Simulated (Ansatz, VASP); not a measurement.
**As: VASP beside Ansatz**

Contents of INCAR:

```
SYSTEM = As
ALGO = Normal
EDIFF = 1E-8
ENCUT = 520
ISIF = 2
ISMEAR = -1
LASPH = .TRUE.
LCHARG = .FALSE.
LEFG = .TRUE.
LREAL = .FALSE.
LWAVE = .FALSE.
NBANDS = 12
NELM = 60
PREC = Accurate
SIGMA = 0.05
```

KPOINTS

```
k-points
0
G
  9 9 9
  0 0 0
```

Contents of POSCAR:

```
As
1.0
    0.0000000000      2.8744485395      2.8744485395
    2.8744485395      0.0000000000      2.8744485395
    2.8744485395      2.8744485395      0.0000000000
As
2
Direct
   -0.1250000000     -0.1250000000     -0.1250000000
    0.1250000000      0.1250000000      0.1250000000
```

Input for Ansatz:

```yaml
crystal:
  lattice:
    - [0.0, 2.8744485395, 2.8744485395]
    - [2.8744485395, 0.0, 2.8744485395]
    - [2.8744485395, 2.8744485395, 0.0]
  atoms:
    - { symbol: As, position: [-0.125, -0.125, -0.125] }
    - { symbol: As, position: [0.125, 0.125, 0.125] }
kpoints:
  mp_grid: { grid: [9, 9, 9] }
scf:
  occupations: { method: fermi_dirac, width: 0.05 }
hamiltonian:
  xc: lda
  pseudopotentials: { kind: all_electron, datasets: crystal }
output:
  forces: true
  stress: true
  eigenvalues: true
  efg: { contact_densities: true }
```

Change from the starting cell: shortest bond scaled by 1, crystal datasets.

Alike in both runs: task electric field gradients; functional LDA; k mesh 9 × 9 × 9; occupations fermi-dirac, width 0.05 eV; no spin polarisation.

```csv
,VASP,Ansatz
version,VASP 6.6.1,Ansatz 0.2.0
potentials or method,"VASP PAW LDA potentials, release 64 (As), cutoff 520 eV","all-electron PAW with datasets made for the crystal, scalar-relativistic"
```

Ansatz gave:

| Item | Value |
| --- | --- |
| pressure (GPa) | 7.2 |

Which values does VASP return?

Pressure (GPa): 7.6.

LDA's correlation is that of Perdew and Zunger in VASP and of Perdew and Wang (1992) in Ansatz. Ansatz ran all-electron here, and VASP with PAW potentials.
